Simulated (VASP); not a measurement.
The system is BeS.

```
Be S
1.0
     2.43995    0.00000    0.00000
     0.00000    2.43995    0.00000
     0.00000    0.00000    4.48897
Be S
1 1
Cartesian
  0.0000 0.0000 0.0000
  0.0000 0.0000 2.2445
```

* Program: VASP 6.6.1
* Task: relaxation of cell and atoms
* Functional: PBE
* Potentials or basis: VASP PAW PBE potentials, release 64 (Be, S)
* Cutoff: 600 eV
* k mesh: 22 × 22 × 12
* Occupations: gaussian, width 0.1 eV
* Spin: no spin polarisation

At the start: pressure 0.5 GPa; volume 13.36 Å³/atom.

Question: Where does the relaxation end?

Answer: Over 4 steps the energy falls by 4.2 meV/atom and the volume is 13.51 Å³/atom (+1.1 %); space group P4/mmm (No. 123, to 0.05 Å).

The path:
```tsv
step	energy change (eV)	largest force (eV/Å)	pressure (GPa)	volume (Å³)
1	0.0000	0.0000	0.51	26.72
2	-0.0067	0.0000	0.07	26.89
3	-0.0084	0.0000	-0.05	26.99
4	-0.0085	0.0000	-0.09	27.02
```

Final structure:
```
Be S
1.0
     2.47409    0.00000    0.00000
     0.00000    2.47409    0.00000
     0.00000    0.00000    4.41372
Be S
1 1
Direct
  0.00000 0.00000 0.00000
  0.00000 0.00000 0.50000
```
